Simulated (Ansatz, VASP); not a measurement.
# Two plane-wave programs on Sb

File INCAR:

```
  PREC = Accurate
  ENCUT = 520
  EDIFF = 1E-6
  ISMEAR = -1
  SIGMA = 0.1
  LREAL = F
  LASPH = T
  NELM = 100
  ALGO = Normal
  ISIF = 2
  LWAVE = F
  LCHARG = F
  GGA = CA
  NBANDS = 18
```

Contents of KPOINTS:

```
regular mesh
0
Gamma
  13 13 4
```

File POSCAR:

```
Sb
1.0
    3.2274122250      0.0000000000      0.0000000000
   -1.6137061125      2.7950209754      0.0000000000
    0.0000000000      0.0000000000     10.9284925616
Sb
4
Direct
    1.0000000000      1.0000000000      1.0000000000
    1.0000000000      1.0000000000      0.5000000000
    0.3333333333      0.6666666667      0.2500000000
    0.6666666667      0.3333333333      0.7500000000
```

Input for Ansatz:

```yaml
crystal:
  lattice:
    - [3.227412225, 0.0, 0.0]
    - [-1.6137061125, 2.7950209754, 0.0]
    - [0.0, 0.0, 10.9284925616]
  atoms:
    - { symbol: Sb, position: [1.0, 1.0, 1.0] }
    - { symbol: Sb, position: [1.0, 1.0, 0.5] }
    - { symbol: Sb, position: [0.3333333333, 0.6666666667, 0.25] }
    - { symbol: Sb, position: [0.6666666667, 0.3333333333, 0.75] }
hamiltonian:
  xc: lda
  pseudopotentials:
    kind: paw
    azcp:
      Sb: "pseudopotentials/Sb.paw.azcp"
basis:
  ecutwfc: 420
  fft_grid_basis: typed
kpoints:
  mp_grid: { grid: [13, 13, 4], shift: [0, 0, 0] }
magnetization:
  spin_polarized: false
scf:
  occupations: { method: fermi_dirac, width: 0.1 }
  lower_state_search: "off"
output:
  stress: true
```

Alike in both runs: task single point; functional LDA; k mesh 13 × 13 × 4; occupations fermi-dirac, width 0.1 eV; no spin polarisation.

|  | VASP | Ansatz |
| --- | --- | --- |
| version | VASP 6.6.1 | Ansatz 0.2.0 |
| potentials or method | VASP PAW LDA potentials, release 64 (Sb), cutoff 520 eV | plane waves (420 eV) with PAW, scalar-relativistic |
| valence electrons in the cell | 20 | 60 |

```tsv
	VASP	Ansatz	Ansatz less VASP
pressure (GPa)	3.6	3.4	-0.19
traceless stress, the component that is largest in VASP (GPa)	-0.54	-0.52	+0.026
```

Ansatz warns that its potentials were made for another functional, while VASP's fit it. LDA's correlation is that of Perdew and Zunger in VASP and of Perdew and Wang (1992) in Ansatz. VASP's potentials hold 20 valence electrons a cell and Ansatz's 60, so a difference there can come from the potentials and not from the codes.

Neither program's run includes spin-orbit coupling.
